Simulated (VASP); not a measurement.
# MgCd2S3 in VASP: further runs, part 2 of 2

VASP 6.6.1.

### 3 Single point, PBE

This run uses another cell than the first one, of 25.05 Å³/atom.

INCAR

```
SYSTEM = MgCd2S3
  ALGO = Normal
  EDIFF = 1E-6
  ENCUT = 520
  GGA = PE
  ISIF = 2
  ISMEAR = 0
  LASPH = .TRUE.
  LCHARG = .FALSE.
  LREAL = .FALSE.
  LWAVE = .FALSE.
  NBANDS = 56
  NELM = 80
  PREC = Accurate
  SIGMA = 0.1
```

KPOINTS

```
k-points
0
G
  6 6 1
  0 0 0
```

POSCAR

```
MgCd2S3
1.0
    4.1472752699     -0.0001077716      0.0000343658
   -2.0737272598      3.5917197962     -0.0000726183
    0.0001637738     -0.0004083399     20.1810435414
Mg Cd S
2 4 6
Direct
    0.6663298362      0.3329740148      0.5023073045
    0.6667844944      0.3334455065      0.8314044304
    0.3334871674      0.6667421344      0.9975316126
    0.3333682030      0.6668441891      0.3396202183
    0.3333844955      0.6666263420      0.6688577217
    0.6666929829      0.3334274743      0.1683309825
    0.3332982162      0.6666722266      0.1248656110
    0.3330564281      0.6663450462      0.4668419995
    0.3334802388      0.6667857884      0.7959116715
    0.6666148071      0.3334629910      0.2957718595
    0.6666586464      0.3332384675      0.6247369621
    0.6668444841      0.3334358192      0.9538196066
```

Potentials or basis: VASP PAW PBE potentials, release 64 (Mg, Cd, S).

On the command line:

```bash
> cat potpaw_PBE.64/Mg/POTCAR potpaw_PBE.64/Cd/POTCAR potpaw_PBE.64/S/POTCAR > POTCAR
> mpirun -np 1 vasp_std > vasp.out
```

OUTCAR:

```text
SYSTEM = MgCd2S3
   EDIFF = 1E-6
   ENCUT = 520
   GGA = PE
   ISIF = 2
   ISMEAR = 0
   LASPH = .TRUE.
   LREAL = .FALSE.
   NELM = 80
   PREC = Accurate

 ion  position               nearest neighbor table
   1  0.666  0.333  0.502-  11 2.47   8 2.50   8 2.50   8 2.50
   2  0.667  0.333  0.831-  12 2.47   9 2.50   9 2.50   9 2.50
   3  0.333  0.667  0.998-  12 2.55  12 2.55  12 2.55   7 2.57
   4  0.333  0.667  0.340-  10 2.55  10 2.55  10 2.55   8 2.57
   5  0.333  0.667  0.669-  11 2.55  11 2.55  11 2.55   9 2.56
   6  0.667  0.333  0.168-   7 2.55   7 2.55   7 2.55  10 2.57
   7  0.333  0.667  0.125-   6 2.55   6 2.55   6 2.55   3 2.57
   8  0.333  0.666  0.467-   1 2.50   1 2.50   1 2.50   4 2.57
   9  0.333  0.667  0.796-   2 2.50   2 2.50   2 2.50   5 2.56
  10  0.667  0.333  0.296-   4 2.55   4 2.55   4 2.55   6 2.57
  11  0.667  0.333  0.625-   1 2.47   5 2.55   5 2.55   5 2.55
  12  0.667  0.333  0.954-   2 2.47   3 2.55   3 2.55   3 2.55

  LATTYP: Found a simple monoclinic cell.
 ALAT       =     7.1831431199
 B/A-ratio  =     2.8095004108
 C/A-ratio  =     1.5275336333
 COS(beta)  =    -0.9819789995

  Lattice vectors:

[... 1398 lines left out ...]

------------------------ aborting loop because EDIFF is reached ----------------------------------------

  FORCE on cell =-STRESS in cart. coord.  units (eV):
  Direction    XX          YY          ZZ          XY          YZ          ZX
  --------------------------------------------------------------------------------------
  -------------------------------------------------------------------------------------
  Total        0.3133731      0.3101560      0.2935364      0.0015213     -0.0001751     -0.0014535
  in kB        1.6702052      1.6530592      1.5644802      0.0081079     -0.0009334     -0.0077467
  external PRESSURE =       1.6292482 kB  Pullay stress =       0.0000000 kB

 VOLUME and BASIS-vectors are now :
 -----------------------------------------------------------------------------
  energy-cutoff  :      520.00
  volume of cell :      300.61
      direct lattice vectors                 reciprocal lattice vectors
     4.147275270 -0.000107772  0.000034366     0.241125785  0.139217183  0.000000860
    -2.073727260  3.591719796 -0.000072618     0.000007235  0.278422333  0.000005633
     0.000163774 -0.000408340 20.181043541    -0.000000411  0.000000765  0.049551452

 POSITION                                       TOTAL-FORCE (eV/Angst)
 -----------------------------------------------------------------------------------
      2.07304      1.19567     10.13708         0.000739      0.000893     -0.002171
      2.07400      1.19723     16.77861         0.000298      0.000177     -0.005342
      0.00059      2.39431     20.13119         0.000346      0.000579      0.007694
     -0.00023      2.39494      6.85385        -0.001021     -0.000741     -0.000933
      0.00035      2.39403     13.49821        -0.000349     -0.000637     -0.014701
      2.07355      1.19744      3.39709        -0.000727     -0.001431      0.013343
     -0.00020      2.39441      2.51988         0.000876      0.001610     -0.009745
     -0.00046      2.39310      9.42132        -0.000354      0.000036      0.040340
      0.00043      2.39455     16.06229        -0.000259     -0.000477      0.049311
      2.07317      1.19751      5.96898         0.001100      0.000107     -0.011911
      2.07387      1.19657     12.60784         0.000083      0.000582     -0.030470
      2.07429      1.19715     19.24907        -0.000732     -0.000697     -0.035416
 -----------------------------------------------------------------------------------
    total drift:                                0.000008      0.000002     -0.000729

  FREE ENERGIE OF THE ION-ELECTRON SYSTEM (eV)
  ---------------------------------------------------
  free  energy   TOTEN  =       -41.5039864202 eV

  energy  without entropy=      -41.5039864202  energy(sigma->0) =      -41.50398642
```

Wall time 4 min (1 thread of AMD EPYC 9R45 (Zen 5), shared host); peak memory 0.52 GiB.

What came out:

- Free energy: -41.5040 eV
- Pressure: 0.2 GPa
- Largest force: 0.049 eV/Å
- Band gap on the k mesh: 1.53 eV

Forces on the atoms (eV/Å):
```
Mg   0.001  0.001 -0.002
Mg   0.000  0.000 -0.005
Cd   0.000  0.001  0.008
Cd  -0.001 -0.001 -0.001
Cd   0.000 -0.001 -0.015
Cd  -0.001 -0.001  0.013
S    0.001  0.002 -0.010
S    0.000  0.000  0.040
S    0.000  0.000  0.049
S    0.001  0.000 -0.012
S    0.000  0.001 -0.030
S   -0.001 -0.001 -0.035
```

Levels at points of the mesh, in eV from the valence-band top:
```csv
k point,band 41,band 42,band 43,band 44,band 45,band 46,band 47,band 48
"(0.00, 0.00, 0.00)",-0.22,-0.20,0.00,0.00,1.53,2.59,2.68,3.04
"(0.50, 0.00, 0.00)",-1.04,-0.98,-0.98,-0.72,3.25,3.45,3.80,3.94
"(0.00, 0.50, 0.00)",-1.04,-0.98,-0.98,-0.72,3.25,3.45,3.80,3.94
"(0.50, 0.50, 0.00)",-1.04,-0.98,-0.98,-0.72,3.25,3.45,3.80,3.94
```
